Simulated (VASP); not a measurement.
Re:

```
CELL_PARAMETERS angstrom
2.53000 0.00000 0.00000
0.00000 2.53000 0.00000
0.00000 0.00000 2.53000
ATOMIC_POSITIONS crystal
Re 0.00000 0.00000 0.00000
```

* Program: VASP 6.6.1
* Task: relaxation of cell and atoms
* Functional: r2SCAN
* Potentials or basis: VASP PAW PBE potentials, release 64 (Re_sv_GW)
* Cutoff: 550 eV
* k mesh: 7 × 7 × 7
* Occupations: fermi-dirac, width 0.05 eV
* Spin: no spin polarisation

At the start: pressure 12.4 GPa; volume 16.19 Å³/atom.

Question: Where does the relaxation end?

Answer: Over 4 steps the energy falls by 25.3 meV/atom and the volume is 16.87 Å³/atom (+4.2 %); space group Pm-3m (No. 221, to 0.05 Å).

Step by step:
| step | energy change (eV) | largest force (eV/Å) | pressure (GPa) | volume (Å³) |
| --- | --- | --- | --- | --- |
| 1 | 0.0000 | 0.0000 | 12.38 | 16.19 |
| 2 | 0.2224 | 0.0000 | -28.94 | 19.31 |
| 3 | -0.0252 | 0.0000 | -0.55 | 16.90 |
| 4 | -0.0253 | 0.0000 | -0.03 | 16.87 |

Final structure:
```xyz
1
Lattice="2.5648 0.0000 0.0000 0.0000 2.5648 0.0000 0.0000 0.0000 2.5648" Properties=species:S:1:pos:R:3 pbc="T T T"
Re    0.0000    0.0000    0.0000
```

Caveat: the PAW data sets were made with another functional, which shifts forces and pressure a little.
